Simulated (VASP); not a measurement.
# Li (Fm-3m) in VASP: notebook

Runs on Li. Level: PBEsol. Tasks: single point, relaxation of cell and atoms.

Everything below comes from runs of VASP 6.6.1. Logs are shortened: lines on timing, memory, paths and dates and some standing lists are left out, and cuts for length are marked.

### Step 1. The cell of the first run

The structure is cubic, space group Fm-3m (No. 225). The conventional cell has a = 4.325 Å, b = 4.325 Å, c = 4.325 Å, α = 90.00°, β = 90.00°, γ = 90.00°. Li (site symmetry m-3m) has 12 Li at 3.06 Å within 4.0 Å.

This isn't the form of Li at room conditions, which is bcc.

### Step 2. Single point, PBEsol

File INCAR:

```
ALGO = Normal
EDIFF = 1E-6
ENCUT = 750
GGA = PS
GGA_COMPAT = False
ISIF = 2
ISMEAR = -1
LASPH = True
LCHARG = False
LREAL = False
LWAVE = False
NBANDS = 8
NELM = 120
PREC = Accurate
SIGMA = 0.05
```

File KPOINTS:

```
k-points
0
Gamma
  8 8 8
```

File POSCAR:

```
Li
1.0
    0.0000000000      2.1625039811      2.1625039811
    2.1625039811      0.0000000000      2.1625039811
    2.1625039811      2.1625039811      0.0000000000
Li
1
Direct
    0.0000000000      0.0000000000      0.0000000000
```

Potentials or basis: VASP PAW PBE potentials, release 64 (Li_sv).

The run is started by

```sh
$ cat potpaw_PBE.64/Li_sv/POTCAR > POTCAR
$ mpirun -np 1 vasp_std > vasp.out
```

OUTCAR:

```text
EDIFF = 1E-6
   ENCUT = 750
   GGA = PS
   ISIF = 2
   ISMEAR = -1
   LASPH = True
   LREAL = False
   NELM = 120
   PREC = Accurate

 ion  position               nearest neighbor table
   1  0.000  0.000  0.000-

  LATTYP: Found a face centered cubic cell.
 ALAT       =     4.3250079622

  Lattice vectors:

 A1 = (   0.0000000000,   2.1625039811,   2.1625039811)
 A2 = (   2.1625039811,   0.0000000000,   2.1625039811)
 A3 = (   2.1625039811,   2.1625039811,   0.0000000000)

Analysis of symmetry for initial positions (statically):
=====================================================================
 Subroutine PRICEL returns:
 Original cell was already a primitive cell.

 Routine SETGRP: Setting up the symmetry group for a
 face centered cubic supercell.

 Subroutine GETGRP returns: Found 48 space group operations
 (whereof 48 operations were pure point group operations)
 out of a pool of 48 trial point group operations.

The static configuration has the point symmetry O_h .

Analysis of symmetry for dynamics (positions and initial velocities):
=====================================================================
 Subroutine PRICEL returns:
 Original cell was already a primitive cell.

 Routine SETGRP: Setting up the symmetry group for a
 face centered cubic supercell.

 Subroutine GETGRP returns: Found 48 space group operations
 (whereof 48 operations were pure point group operations)
 out of a pool of 48 trial point group operations.

The dynamic configuration has the point symmetry O_h .

 Subroutine INISYM returns: Found 48 space group operations
 (whereof 48 operations are pure point group operations),
 and found     1 'primitive' translations

----------------------------------------------------------------------------------------

                                     Primitive cell

  volume of cell :      20.2256

  direct lattice vectors                    reciprocal lattice vectors
     0.000000000  2.162503981  2.162503981    -0.231213447  0.231213447  0.231213447
     2.162503981  0.000000000  2.162503981     0.231213447 -0.231213447  0.231213447
     2.162503981  2.162503981  0.000000000     0.231213447  0.231213447 -0.231213447

  length of vectors
     3.058242459  3.058242459  3.058242459     0.400473438  0.400473438  0.400473438

  position of ions in fractional coordinates (direct lattice)
     0.000000000  0.000000000  0.000000000

  ion indices of the primitive-cell ions
   primitive index   ion index
                 1           1

----------------------------------------------------------------------------------------

 KPOINTS: k-points

Automatic generation of k-mesh.
 Grid dimensions read from file:
 generate k-points for:    8    8    8

 Generating k-lattice:

  Cartesian coordinates                     Fractional coordinates (reciprocal lattice)
    -0.028901681  0.028901681  0.028901681     0.125000000  0.000000000  0.000000000
     0.028901681 -0.028901681  0.028901681     0.000000000  0.125000000  0.000000000
     0.028901681  0.028901681 -0.028901681     0.000000000  0.000000000  0.125000000

  Length of vectors
     0.050059180  0.050059180  0.050059180

  Shift w.r.t. Gamma in fractional coordinates (k-lattice)
     0.000000000  0.000000000  0.000000000

 Subroutine IBZKPT returns following result:
 ===========================================

 Found     29 irreducible k-points:

 Following reciprocal coordinates:
            Coordinates               Weight
  0.000000  0.000000  0.000000      1.000000
  0.125000  0.000000  0.000000      8.000000
  0.250000  0.000000  0.000000      8.000000
  0.375000  0.000000  0.000000      8.000000
  0.500000  0.000000  0.000000      4.000000
  0.125000  0.125000  0.000000      6.000000
[... 16 lines left out ...]
  0.500000  0.250000  0.125000     48.000000
 -0.375000  0.250000  0.125000     24.000000
 [... further k-points ...]
   k-points           NKPTS =     29   k-points in BZ     NKDIM =     29   number of bands    NBANDS=      8
   number of dos      NEDOS =    301   number of ions     NIONS =      1
   total plane-waves  NPLWV =  21952
   dimension x,y,z NGX =    28 NGY =   28 NGZ =   28
   dimension x,y,z NGXF=    56 NGYF=   56 NGZF=   56
   ions per type =               1
   NGX,Y,Z   is equivalent  to a cutoff of  15.22, 15.22, 15.22 a.u.
   NGXF,Y,Z  is equivalent  to a cutoff of  30.44, 30.44, 30.44 a.u.
 SYSTEM =  unknown system
   PREC   = accura    normal or accurate (medium, high low for compatibility)
   ISTART =      0    job   : 0-new  1-cont  2-samecut
   ICHARG =      2    charge: 1-file 2-atom 10-const
   ISPIN  =      1    spin polarized calculation?
   LNONCOLLINEAR =      F non collinear calculations
   LSORBIT =      F    spin-orbit coupling
   LASPH  =      T    aspherical Exc in radial PAW
   ENCUT  =  750.0 eV  55.12 Ry    7.42 a.u.   6.83  6.83  6.83*2*pi/ulx,y,z
   NELM   =    120;   NELMIN=  2; NELMDL= -5     # of ELM steps
   EDIFF  = 0.1E-05   stopping-criterion for ELM
   LREAL  =      F    real-space projection
   EDIFFG = 0.1E-04   stopping-criterion for IOM
   NSW    =      0    number of steps for IOM
   IBRION =     -1    ionic relax: 0-MD 1-quasi-New 2-CG
   NFREE  =      0    steps in history (QN), initial steepest desc. (CG)
   ISIF   =      2    stress and relaxation
   ISYM   =      2    0-nonsym 1-usesym 2-fastsym
   POTIM  = 0.5000    time-step for ionic-motion
   TEBEG  =    0.0;   TEEND  =   0.0 temperature during run
   PSTRESS=    0.0 pullay stress
   NELECT =       3.0000    total number of electrons
   NUPDOWN=      -1.0000    fix difference up-down
   EMIN   =  10.00;   EMAX   =-10.00  energy-range for DOS
   EFERMI =   0.00;   METHOD = LEGACY
   ISMEAR =    -1;   SIGMA  =   0.05  broadening in eV -4-tet -1-fermi 0-gaus
   EFERMI_NEDOS =   21; number of points for ismear=-14 and -15
   IALGO  =     38    algorithm
   IMIX   =      4    mixing-type and parameters
     AMIX     =   0.40;   BMIX     =  1.00
     AMIX_MAG =   1.60;   BMIX_MAG =  1.00
  volume/ion in A,a.u.               =      20.23       136.49
  Fermi-wavevector in a.u.,A,eV,Ry     =   0.866593  1.637623 10.217742  0.750983
  Thomas-Fermi vector in A             =   1.985004
   LORBIT       =      0    0 simple, 1 ext, 2 COOP (PROOUT), +10 PAW based schemes
   GGA     = PS    functional components
   LHFCALC =     F    Hartree Fock is set to
   AEXX    =    0.0000 exact exchange contribution
   IVDW    =     0    specifies the selected vdW correction
   LEPSILON=     F    determine dielectric tensor
   LRPA    =     F    only Hartree local field effects (RPA)
 non-spin polarized calculation
  energy-cutoff  :      750.00
  volume of cell :       20.23
 maximum number of plane-waves:       960
   NGX = 13   NGY = 13   NGZ = 13

 number of electron       2.9999999 magnetization

 Free energy of the ion-electron system (eV)
  ---------------------------------------------------
  ext. energy  EPLUGINS =         0.00000000
  ---------------------------------------------------
  free energy    TOTEN  =        -1.96567957 eV

  energy without entropy =       -1.96269771  energy(sigma->0) =       -1.96418864

 E-fermi :   0.4995     XC(G=0):  -7.0232

 val. band max:        0.4456840741   @ k =   0.3750   0.3750   0.0000
 cond. band min:       0.6136478019   @ k =   0.5000   0.0000   0.0000
 fundamental gap:      0.1679637278
 Fermi energy:         0.4995447091

 k-point     1 :       0.0000    0.0000    0.0000
  band No.  band energies     occupation
      1     -45.2655      2.00000
      2      -2.9373      2.00000
      3      15.0286      0.00000
      4      15.0286      0.00000
      5      15.0287      0.00000
      6      18.8751      0.00000
      7      18.8751      0.00000
      8      18.8751      0.00000

 k-point     2 :       0.1250    0.0000    0.0000
  band No.  band energies     occupation
      1     -45.2627      2.00000
      2      -2.6571      2.00000
      3      12.4852      0.00000
      4      14.4961      0.00000
      5      14.4961      0.00000
      6      18.1107      0.00000
      7      19.8079      0.00000
      8      19.8079      0.00000

 k-point     3 :       0.2500    0.0000    0.0000
  band No.  band energies     occupation
      1     -45.2559      2.00000
      2      -1.8209      2.00000
      3       8.6218      0.00000
      4      13.7723      0.00000
      5      13.7724      0.00000
      6      18.5900      0.00000
      7      19.3429      0.00000
      8      19.3429      0.00000

 k-point     4 :       0.3750    0.0000    0.0000
  band No.  band energies     occupation
      1     -45.2490      2.00000
      2      -0.4863      2.00000
      3       5.3277      0.00000
      4      13.3910      0.00000
      5      13.3911      0.00000
      6      17.8119      0.00000
      7      17.8119      0.00000
      8      18.1629      0.00000

 k-point     5 :       0.5000    0.0000    0.0000
  band No.  band energies     occupation
      1     -45.2462      2.00000
      2       0.6136      0.18524
      3       3.5609      0.00000
      4      13.3000      0.00000
      5      13.3000      0.00000
      6      17.2195      0.00000
      7      17.2195      0.00000
      8      17.8352      0.00000
[... 177 lines left out ...]
 k-point    22 :       0.3750    0.2500    0.1250
  band No.  band energies     occupation
      1     -45.2508      2.00000
      2      -1.0561      2.00000
      3       8.4911      0.00000
      4      10.1196      0.00000
      5      12.9564      0.00000
      6      16.5198      0.00000
      7      16.6648      0.00000
      8      21.8367      0.00000

 k-point    23 :       0.5000    0.2500    0.1250
  band No.  band energies     occupation
      1     -45.2454      2.00000
      2       0.3317      1.93267
      3       5.6818      0.00000
      4       9.4343      0.00000
      5      11.4484      0.00000
      6      16.0746      0.00000
      7      18.9944      0.00000
      8      21.3011      0.00000

 k-point    24 :      -0.3750    0.2500    0.1250
  band No.  band energies     occupation
      1     -45.2431      2.00000
      2       1.5956      0.00000
      3       3.8187      0.00000
      4       9.3967      0.00000
      5      10.8266      0.00000
      6      15.8928      0.00000
      7      19.7629      0.00000
      8      23.0308      0.00000

 [... further k-points ...]

------------------------ aborting loop because EDIFF is reached ----------------------------------------

  FORCE on cell =-STRESS in cart. coord.  units (eV):
  Direction    XX          YY          ZZ          XY          YZ          ZX
  --------------------------------------------------------------------------------------
  -------------------------------------------------------------------------------------
  Total       -0.0096525     -0.0096525     -0.0096525      0.0000000      0.0000000      0.0000000
  in kB       -0.7646281     -0.7646281     -0.7646281      0.0000000      0.0000000      0.0000000
  external PRESSURE =      -0.7646281 kB  Pullay stress =       0.0000000 kB

 VOLUME and BASIS-vectors are now :
 -----------------------------------------------------------------------------
  energy-cutoff  :      750.00
  volume of cell :       20.23
      direct lattice vectors                 reciprocal lattice vectors
     0.000000000  2.162503981  2.162503981    -0.231213447  0.231213447  0.231213447
     2.162503981  0.000000000  2.162503981     0.231213447 -0.231213447  0.231213447
     2.162503981  2.162503981  0.000000000     0.231213447  0.231213447 -0.231213447

 POSITION                                       TOTAL-FORCE (eV/Angst)
 -----------------------------------------------------------------------------------
      0.00000      0.00000      0.00000        -0.000000      0.000000     -0.000000
 -----------------------------------------------------------------------------------
    total drift:                               -0.000000     -0.000000     -0.000000

  FREE ENERGIE OF THE ION-ELECTRON SYSTEM (eV)
  ---------------------------------------------------
  free  energy   TOTEN  =        -1.9656795673 eV

  energy  without entropy=       -1.9626977098  energy(sigma->0) =       -1.96418864
```

Run time: 3.7 s. Hardware: 1 thread of Intel Xeon 6975P-C (Granite Rapids), shared host; peak memory 0.14 GiB.

Results:

| Quantity | Value |
| --- | --- |
| Free energy | -1.9657 eV |
| Pressure | -0.1 GPa |
| Band gap on the k mesh | zero (an odd number of electrons rules out a gap without spin polarisation) |

Caveat: the PAW data sets were made with another functional, which shifts forces and pressure a little.

### Step 3. Relaxation of cell and atoms, PBEsol

This run uses another cell than the first one, of 21.59 Å³/atom.

File INCAR:

```
PREC = Accurate
ENCUT = 750
EDIFF = 1E-7
ISMEAR = -1
SIGMA = 0.05
LREAL = F
LASPH = T
NELM = 120
ALGO = Normal
ISIF = 3
LWAVE = F
LCHARG = F
GGA = PS
IBRION = 2
NSW = 60
EDIFFG = -0.01
GGA_COMPAT = F
NELMIN = 4
```

File KPOINTS:

```
regular mesh
0
Gamma
  8 8 8
```

File POSCAR:

```
Li
1.0
    0.0000000000      2.2100000000      2.2100000000
    2.2100000000      0.0000000000      2.2100000000
    2.2100000000      2.2100000000      0.0000000000
Li
1
Direct
    0.0000000000      0.0000000000      0.0000000000
```

Potentials or basis: VASP PAW PBE potentials, release 64 (Li_sv).

The run is started by

```sh
$ cat potpaw_PBE.64/Li_sv/POTCAR > POTCAR
$ mpirun -np 1 vasp_std > vasp.out
```

Wall time 9.3 s (1 thread of Intel Xeon 6975P-C (Granite Rapids), shared host); peak memory 0.14 GiB.

It converged, with:

```
Free energy                           : -1.9665 eV
Relaxed volume                        : 20.15 Å³/atom
Relaxed cell                          : a = 3.055 Å, b = 3.055 Å, c = 3.055 Å, α = 60.00°, β = 60.00°, γ = 60.00°
Space group after relaxing (to 0.1 Å) : Fm-3m (No. 225)
Energy gained by relaxing             : 4.1 meV/atom
Ionic steps                           : 4
Pressure after relaxing               : 0.0 GPa
Band gap on the k mesh                : zero (an odd number of electrons rules out a gap without spin polarisation)
```

The path:
| step | energy change (eV) | largest force (eV/Å) | pressure (GPa) | volume (Å³) |
| --- | --- | --- | --- | --- |
| 1 | 0.0000 | 0.0000 | -0.88 | 21.59 |
| 2 | -0.0018 | 0.0000 | -0.68 | 21.22 |
| 3 | -0.0041 | 0.0000 | -0.08 | 20.27 |
| 4 | -0.0041 | 0.0000 | 0.00 | 20.15 |

Final structure:
```cif
data_structure
_symmetry_space_group_name_H-M 'P 1'
_symmetry_Int_Tables_number 1
_cell_length_a 3.0546
_cell_length_b 3.0546
_cell_length_c 3.0546
_cell_angle_alpha 60.000
_cell_angle_beta 60.000
_cell_angle_gamma 60.000
_cell_volume 20.15
loop_
_atom_site_label
_atom_site_type_symbol
_atom_site_fract_x
_atom_site_fract_y
_atom_site_fract_z
_atom_site_occupancy
Li1 Li 0.00000 0.00000 0.00000 1
```

Levels at points of the mesh, in eV from the Fermi level:
```tsv
k point	band 1	band 2	band 3	band 4	band 5
(0.00, 0.00, 0.00)	-45.76	-3.44	14.57	14.57	14.57
(0.50, 0.00, 0.00)	-45.74	0.11	3.07	12.83	12.83
(0.50, 0.50, 0.00)	-45.73	1.67	4.86	8.61	8.61
```

Caveat: the PAW data sets were made with another functional, which shifts forces and pressure a little.
